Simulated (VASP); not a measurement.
The system is YSi2.

```
CELL_PARAMETERS angstrom
3.85000 0.00000 0.00000
-1.92500 3.33420 0.00000
0.00000 0.00000 4.14000
ATOMIC_POSITIONS crystal
Y 0.00000 0.00000 0.00000
Si 0.33333 0.66667 0.50000
Si 0.66667 0.33333 0.50000
```

Base run:

| Item | Value |
| --- | --- |
| Program | VASP 6.6.1 |
| Functional | PBEsol |
| Potentials or basis | VASP PAW PBE potentials, release 64 (Y_sv, Si) |
| Cutoff | 520 eV |
| k mesh | 9 × 9 × 7 |
| Occupations | methfessel-paxton, width 0.1 eV |
| Spin | no spin polarisation |

Its results: pressure 7.2 GPa.

Question: The run is repeated on the same cell with these changes: functional from PBEsol to BLYP. What comes out?

Answer: Pressure 14.9 GPa.

BLYP binds less tightly than PBEsol, so the same cell stands under more pressure.

Caveats: the PAW data sets were made with another functional, which shifts forces and pressure a little.
